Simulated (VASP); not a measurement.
Write the native input for VASP 6.6.1 that does the following.

| Quantity | Value |
| --- | --- |
| Task | single point |
| Functional | PBE |
| Potentials or basis | VASP PAW PBE potentials, release 64 (Cd, Se) |
| Cutoff | 520 eV |
| k mesh | 12 × 12 × 6 |
| Occupations | fermi-dirac, width 0.02 eV |
| Spin | no spin polarisation |
| Dipole correction | no |
| Further INCAR settings | ALGO = Normal; EDIFF = 1e-07; NBANDS = 26 |

The structure of CdSe lies in POSCAR:

```
CdSe
1.0
    4.3833155236      0.0000000000      0.0000000000
   -2.1916577618      3.7960625962      0.0000000000
    0.0000000000      0.0000000000      7.1474858852
Cd Se
2 2
Direct
    0.3333333333      0.6666666667      0.0004794859
    0.6666666667      0.3333333333      0.5004794859
    0.3333333333      0.6666666667      0.3763105141
    0.6666666667      0.3333333333      0.8763105141
```

The input as run:

INCAR

```
SYSTEM = CdSe
  PREC = Accurate
  ENCUT = 520
  EDIFF = 1E-7
  ISMEAR = -1
  SIGMA = 0.02
  LREAL = .FALSE.
  LASPH = .TRUE.
  NELM = 100
  ALGO = Normal
  ISIF = 2
  LWAVE = .FALSE.
  LCHARG = .TRUE.
  GGA = PE
  LELF = .TRUE.
  LVHAR = .TRUE.
  NBANDS = 26
```

KPOINTS

```
regular mesh
0
G
  12 12 6
  0 0 0
```

Potentials or basis: VASP PAW PBE potentials, release 64 (Cd, Se).

Run with:

```sh
$ cat potpaw_PBE.64/Cd/POTCAR potpaw_PBE.64/Se/POTCAR > POTCAR
$ mpirun -np 1 vasp_std > vasp.out
```

It gave:

* Pressure: 0.3 GPa
* Largest force: 0.003 eV/Å
* Band gap on the k mesh: 0.54 eV

Run time: 2 min on 1 thread of Intel(R) Xeon(R) 6975P-C (Granite Rapids) (shared host), peak memory 0.38 GiB.
